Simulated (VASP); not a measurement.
# Mg3Se (P4/mmm) in VASP: further runs

Mg3Se is run at these levels: PBE; tasks: single point, relaxation of cell and atoms.

Everything below comes from runs of VASP 6.6.1. Logs are shortened: lines on timing, memory, paths and dates and some standing lists are left out, and cuts for length are marked.

### Step 1. The cell of the first run

The structure is tetragonal, space group P4/mmm (No. 123). The conventional cell has a = 4.537 Å, b = 4.537 Å, c = 4.405 Å, α = 90.00°, β = 90.00°, γ = 90.00°. Mg (site symmetry mmm) has 2 Mg at 2.27 Å and 2 Se at 2.27 Å within 3.0 Å. Within 3.0 Å of Mg (site symmetry 4/mmm) lie 4 Mg at 2.27 Å. Within 3.0 Å of Se (site symmetry 4/mmm) lie 4 Mg at 2.27 Å.

The cell was built from a structure type or drawn by symmetry, and may not be a known phase.

### Step 2. Single point, PBE

The input, INCAR:

```
SYSTEM = Mg3Se
ALGO = Normal
EDIFF = 1E-6
ENCUT = 520
GGA = PE
ISIF = 2
ISMEAR = 0
LASPH = .True.
LCHARG = .True.
LELF = .True.
LREAL = .False.
LVHAR = .True.
LWAVE = .False.
NBANDS = 14
NELM = 80
PREC = Accurate
SIGMA = 0.1
```

The input, KPOINTS:

```
k-points
0
Gamma
  4 4 4
  0 0 0
```

The input, POSCAR:

```
Mg3Se
1.0
    4.5365868400      0.0000000000      0.0000000000
    0.0000000000      4.5365868400      0.0000000000
    0.0000000000      0.0000000000      4.4046882700
Mg Se
3 1
Direct
    0.0000000000      0.5000000000      0.0000000000
    0.5000000000      0.0000000000      0.0000000000
    0.0000000000      0.0000000000      0.0000000000
    0.5000000000      0.5000000000      0.0000000000
```

Potentials or basis: VASP PAW PBE potentials, release 64 (Mg, Se).

Launch:

```sh
> cat potpaw_PBE.64/Mg/POTCAR potpaw_PBE.64/Se/POTCAR > POTCAR
> mpirun -np 1 vasp_std > vasp.out
```

OUTCAR:

```text
SYSTEM = Mg3Se
   EDIFF = 1E-6
   ENCUT = 520
   GGA = PE
   ISIF = 2
   ISMEAR = 0
   LASPH = .True.
   LREAL = .False.
   NELM = 80
   PREC = Accurate

 ion  position               nearest neighbor table
   1  0.000  0.500  0.000-   3 2.27   4 2.27   3 2.27   4 2.27   2 3.21   2 3.21   2 3.21   2 3.21

   2  0.500  0.000  0.000-   3 2.27   4 2.27   4 2.27   3 2.27   1 3.21   1 3.21   1 3.21   1 3.21

   3  0.000  0.000  0.000-   1 2.27   2 2.27   1 2.27   2 2.27   4 3.21   4 3.21   4 3.21   4 3.21

   4  0.500  0.500  0.000-   1 2.27   2 2.27   2 2.27   1 2.27   3 3.21   3 3.21   3 3.21   3 3.21

  LATTYP: Found a simple tetragonal cell.
 ALAT       =     4.5365868400
 C/A-ratio  =     0.9709255935

  Lattice vectors:

 A1 = (   4.5365868400,   0.0000000000,   0.0000000000)
 A2 = (   0.0000000000,   4.5365868400,   0.0000000000)
 A3 = (   0.0000000000,   0.0000000000,   4.4046882700)

Analysis of symmetry for initial positions (statically):
=====================================================================
 Subroutine PRICEL returns:
 Original cell was already a primitive cell.

 Routine SETGRP: Setting up the symmetry group for a
 simple tetragonal supercell.

 Subroutine GETGRP returns: Found 16 space group operations
 (whereof 16 operations were pure point group operations)
 out of a pool of 16 trial point group operations.

The static configuration has the point symmetry D_4h.

Analysis of symmetry for dynamics (positions and initial velocities):
=====================================================================
 Subroutine PRICEL returns:
 Original cell was already a primitive cell.

 Routine SETGRP: Setting up the symmetry group for a
 simple tetragonal supercell.

 Subroutine GETGRP returns: Found 16 space group operations
 (whereof 16 operations were pure point group operations)
 out of a pool of 16 trial point group operations.

The dynamic configuration has the point symmetry D_4h.

 Subroutine INISYM returns: Found 16 space group operations
 (whereof 16 operations are pure point group operations),
 and found     1 'primitive' translations

----------------------------------------------------------------------------------------

                                     Primitive cell

  volume of cell :      90.6512

  direct lattice vectors                    reciprocal lattice vectors
     4.536586840  0.000000000  0.000000000     0.220430036  0.000000000  0.000000000
     0.000000000  4.536586840  0.000000000     0.000000000  0.220430036  0.000000000
     0.000000000  0.000000000  4.404688270     0.000000000  0.000000000  0.227030822

  length of vectors
     4.536586840  4.536586840  4.404688270     0.220430036  0.220430036  0.227030822

  position of ions in fractional coordinates (direct lattice)
     0.000000000  0.500000000  0.000000000
     0.500000000  0.000000000  0.000000000
     0.000000000  0.000000000  0.000000000
     0.500000000  0.500000000  0.000000000

  ion indices of the primitive-cell ions
   primitive index   ion index
                 1           1
                 2           2
                 3           3
                 4           4

----------------------------------------------------------------------------------------

 KPOINTS: k-points

Automatic generation of k-mesh.
 Grid dimensions read from file:
 generate k-points for:    4    4    4

 Generating k-lattice:

  Cartesian coordinates                     Fractional coordinates (reciprocal lattice)
     0.055107509  0.000000000  0.000000000     0.250000000  0.000000000  0.000000000
     0.000000000  0.055107509  0.000000000     0.000000000  0.250000000  0.000000000
     0.000000000  0.000000000  0.056757706     0.000000000  0.000000000  0.250000000

  Length of vectors
     0.055107509  0.055107509  0.056757706

  Shift w.r.t. Gamma in fractional coordinates (k-lattice)
     0.000000000  0.000000000  0.000000000

 Subroutine IBZKPT returns following result:
 ===========================================

 Found     18 irreducible k-points:

 Following reciprocal coordinates:
            Coordinates               Weight
  0.000000  0.000000  0.000000      1.000000
  0.250000  0.000000  0.000000      4.000000
  0.500000  0.000000  0.000000      2.000000
  0.250000  0.250000  0.000000      4.000000
  0.500000  0.250000  0.000000      4.000000
  0.500000  0.500000  0.000000      1.000000
[... 10 lines left out ...]
  0.500000  0.250000  0.500000      4.000000
  0.500000  0.500000  0.500000      1.000000
   k-points           NKPTS =     18   k-points in BZ     NKDIM =     18   number of bands    NBANDS=     14
   number of dos      NEDOS =    301   number of ions     NIONS =      4
   total plane-waves  NPLWV =  46656
   dimension x,y,z NGX =    36 NGY =   36 NGZ =   36
   dimension x,y,z NGXF=    72 NGYF=   72 NGZF=   72
   ions per type =               3   1
   NGX,Y,Z   is equivalent  to a cutoff of  13.19, 13.19, 13.59 a.u.
   NGXF,Y,Z  is equivalent  to a cutoff of  26.38, 26.38, 27.17 a.u.
 SYSTEM =  Mg3Se
   PREC   = accura    normal or accurate (medium, high low for compatibility)
   ISTART =      0    job   : 0-new  1-cont  2-samecut
   ICHARG =      2    charge: 1-file 2-atom 10-const
   ISPIN  =      1    spin polarized calculation?
   LNONCOLLINEAR =      F non collinear calculations
   LSORBIT =      F    spin-orbit coupling
   LASPH  =      T    aspherical Exc in radial PAW
   ENCUT  =  520.0 eV  38.22 Ry    6.18 a.u.   8.44  8.44  8.19*2*pi/ulx,y,z
   NELM   =     80;   NELMIN=  2; NELMDL= -5     # of ELM steps
   EDIFF  = 0.1E-05   stopping-criterion for ELM
   LREAL  =      F    real-space projection
   EDIFFG = 0.1E-04   stopping-criterion for IOM
   NSW    =      0    number of steps for IOM
   IBRION =     -1    ionic relax: 0-MD 1-quasi-New 2-CG
   NFREE  =      0    steps in history (QN), initial steepest desc. (CG)
   ISIF   =      2    stress and relaxation
   ISYM   =      2    0-nonsym 1-usesym 2-fastsym
   POTIM  = 0.5000    time-step for ionic-motion
   TEBEG  =    0.0;   TEEND  =   0.0 temperature during run
   PSTRESS=    0.0 pullay stress
   NELECT =      12.0000    total number of electrons
   NUPDOWN=      -1.0000    fix difference up-down
   EMIN   =  10.00;   EMAX   =-10.00  energy-range for DOS
   EFERMI =   0.00;   METHOD = LEGACY
   ISMEAR =     0;   SIGMA  =   0.10  broadening in eV -4-tet -1-fermi 0-gaus
   EFERMI_NEDOS =   21; number of points for ismear=-14 and -15
   IALGO  =     38    algorithm
   IMIX   =      4    mixing-type and parameters
     AMIX     =   0.40;   BMIX     =  1.00
     AMIX_MAG =   1.60;   BMIX_MAG =  1.00
  volume/ion in A,a.u.               =      22.66       152.94
  Fermi-wavevector in a.u.,A,eV,Ry     =   0.834342  1.576678  9.471374  0.696126
  Thomas-Fermi vector in A             =   1.947717
   LORBIT       =      0    0 simple, 1 ext, 2 COOP (PROOUT), +10 PAW based schemes
   GGA     = PE    functional components
   LHFCALC =     F    Hartree Fock is set to
   AEXX    =    0.0000 exact exchange contribution
   IVDW    =     0    specifies the selected vdW correction
   LEPSILON=     F    determine dielectric tensor
   LRPA    =     F    only Hartree local field effects (RPA)
 non-spin polarized calculation
 Gauss-broadening in eV      SIGMA  =   0.10
  energy-cutoff  :      520.00
  volume of cell :       90.65
 maximum number of plane-waves:      2455
 NGX is ok and might be reduce to    36
   NGX = 17   NGY = 17   NGZ = 17

 number of electron      11.9999999 magnetization

 Free energy of the ion-electron system (eV)
  ---------------------------------------------------
  ext. energy  EPLUGINS =         0.00000000
  ---------------------------------------------------
  free energy    TOTEN  =        -1.63716444 eV

  energy without entropy =       -1.62592090  energy(sigma->0) =       -1.63154267

 E-fermi :   3.4909     XC(G=0):  -8.3794

 val. band max:        3.3894583277   @ k =   0.5000   0.0000   0.2500
 cond. band min:       3.5191553645   @ k =   0.5000   0.5000   0.5000
 fundamental gap:      0.1296970368
 Fermi energy:         3.4909001749

 k-point     1 :       0.0000    0.0000    0.0000
  band No.  band energies     occupation
      1     -11.8774      2.00000
      2      -2.3321      2.00000
      3      -2.3321      2.00000
      4      -1.1515      2.00000
      5      -0.3966      2.00000
      6       3.7179      0.00133
      7       5.3364      0.00000
      8       5.9198      0.00000
      9       5.9198      0.00000
     10       6.3969      0.00000
     11       6.4664      0.00000
     12       8.7628      0.00000
     13       8.7628      0.00000
     14      10.2685      0.00000

 k-point     2 :       0.2500    0.0000    0.0000
  band No.  band energies     occupation
      1     -11.7720      2.00000
      2      -3.6038      2.00000
      3      -2.2151      2.00000
      4      -0.2679      2.00000
      5       0.2264      2.00000
      6       3.7594      0.00015
      7       3.8855      0.00000
      8       5.4517      0.00000
      9       5.5214      0.00000
     10       6.1148      0.00000
     11       8.6769      0.00000
     12       9.1949      0.00000
     13       9.3527      0.00000
     14       9.3874      0.00000
[... 241 lines left out ...]
      1     -11.4966      2.00000
      2      -3.7701      2.00000
      3      -2.8054      2.00000
      4      -1.0308      2.00000
      5       0.8540      2.00000
      6       2.2506      2.00000
      7       4.2808      0.00000
      8       4.4573      0.00000
      9       5.4380      0.00000
     10       5.6560      0.00000
     11       9.7450      0.00000
     12       9.9768      0.00000
     13      10.4096      0.00000
     14      11.3921      0.00000

 k-point    18 :       0.5000    0.5000    0.5000
  band No.  band energies     occupation
      1     -11.4027      2.00000
      2      -3.4212      2.00000
      3      -3.4212      2.00000
      4      -0.8128      2.00000
      5      -0.2148      2.00000
      6       3.5192      0.68946
      7       3.5192      0.68946
      8       3.5367      0.51728
      9       6.3237      0.00000
     10       6.3237      0.00000
     11       9.2560      0.00000
     12      10.6797      0.00000
     13      11.5675      0.00000
     14      11.8060      0.00000

------------------------ aborting loop because EDIFF is reached ----------------------------------------

  FORCE on cell =-STRESS in cart. coord.  units (eV):
  Direction    XX          YY          ZZ          XY          YZ          ZX
  --------------------------------------------------------------------------------------
  -------------------------------------------------------------------------------------
  Total       28.9873377     28.9873377     -1.7846243      0.0000000      0.0000000      0.0000000
  in kB      512.3246795    512.3246795    -31.5416017      0.0000000      0.0000000      0.0000000
  external PRESSURE =     331.0359191 kB  Pullay stress =       0.0000000 kB

 VOLUME and BASIS-vectors are now :
 -----------------------------------------------------------------------------
  energy-cutoff  :      520.00
  volume of cell :       90.65
      direct lattice vectors                 reciprocal lattice vectors
     4.536586840  0.000000000  0.000000000     0.220430036  0.000000000  0.000000000
     0.000000000  4.536586840  0.000000000     0.000000000  0.220430036  0.000000000
     0.000000000  0.000000000  4.404688270     0.000000000  0.000000000  0.227030822

 POSITION                                       TOTAL-FORCE (eV/Angst)
 -----------------------------------------------------------------------------------
      0.00000      2.26829      0.00000         0.000000      0.000000      0.000000
      2.26829      0.00000      0.00000         0.000000      0.000000      0.000000
      0.00000      0.00000      0.00000         0.000000      0.000000      0.000000
      2.26829      2.26829      0.00000         0.000000      0.000000      0.000000
 -----------------------------------------------------------------------------------
    total drift:                                0.000000      0.000000     -0.000000

  FREE ENERGIE OF THE ION-ELECTRON SYSTEM (eV)
  ---------------------------------------------------
  free  energy   TOTEN  =        -1.6371644450 eV

  energy  without entropy=       -1.6259209045  energy(sigma->0) =       -1.63154267
```

Run time: 29 s. Hardware: 1 thread of AMD EPYC 7R13, shared host; peak memory 0.18 GiB.

What came out:

| Property | Result |
| --- | --- |
| Free energy | -1.6372 eV |
| Pressure | 33.1 GPa |
| Band gap on the k mesh | zero (bands 6 and 7 overlap by 2.27 eV) |

Caveat: the cell stands under pressure.

### Step 3. Single point, PBE

This run uses another cell than the first one, of 25.23 Å³/atom.

The input, INCAR:

```
PREC     = Accurate       # precision mode
ENCUT    = 520            # plane-wave cutoff, eV
EDIFF    = 1E-7           # SCF threshold, eV
ISMEAR   = 0              # smearing method
SIGMA    = 0.1            # smearing width, eV
LREAL    = False          # projectors in reciprocal space
LASPH    = True           # aspherical terms in the spheres
NELM     = 80             # most SCF steps
ALGO     = Normal         # electronic algorithm
ISIF     = 2              # what is computed and relaxed
LWAVE    = False          # write WAVECAR
LCHARG   = False          # write CHGCAR
GGA      = PE             # functional
NBANDS   = 14             # bands
```

The input, KPOINTS:

```
Automatic mesh
0
Gamma
  4 4 4
```

The input, POSCAR:

```
Mg3Se
1.0
    5.7896460056      0.0000000000      0.0000000000
    0.0000000000      5.7896460056      0.0000000000
    0.0000000000      0.0000000000      3.0107643409
Mg Se
3 1
Direct
    0.0000000000      0.5000000000      0.0000000000
    0.5000000000      0.0000000000      0.0000000000
    0.0000000000      0.0000000000      0.0000000000
    0.5000000000      0.5000000000      0.0000000000
```

Potentials or basis: VASP PAW PBE potentials, release 64 (Mg, Se).

Launch:

```sh
> cat potpaw_PBE.64/Mg/POTCAR potpaw_PBE.64/Se/POTCAR > POTCAR
> mpirun -np 1 vasp_std > vasp.out
```

It took 43 s on 1 thread of AMD EPYC 7R13, shared host; peak memory 0.2 GiB.

Results (log left out):

* Free energy: -7.8503 eV
* Pressure: -0.1 GPa
* Band gap on the k mesh: zero (bands 6 and 7 overlap by 1.05 eV)

Stress tensor (GPa, compression positive):
```
-0.18  0.00  0.00
 0.00 -0.18  0.00
 0.00  0.00  0.08
```

Levels at points of the mesh, in eV from the Fermi level:
```csv
k point,band 3,band 4,band 5,band 6,band 7,band 8,band 9,band 10
"(0.00, 0.00, 0.00)",-3.83,-3.83,-1.97,0.23,0.23,1.34,2.24,3.14
"(0.50, 0.00, 0.00)",-3.63,-3.13,-2.28,-0.81,0.84,2.25,2.74,5.59
"(0.50, 0.50, 0.00)",-5.04,-4.14,-0.16,-0.16,1.95,2.26,3.67,3.95
"(0.00, 0.00, 0.50)",-2.03,-2.03,-1.12,-0.64,1.68,2.42,3.00,3.00
"(0.50, 0.00, 0.50)",-2.85,-1.94,-0.94,0.69,0.81,1.00,2.34,2.68
"(0.50, 0.50, 0.50)",-2.57,-2.57,-0.35,0.02,0.16,0.16,2.74,2.74
```

Caveat: the k points lie up to 0.52 Å⁻¹ apart, too coarse for converged energies and pressures of a metal.

[end of part 1 of 2]
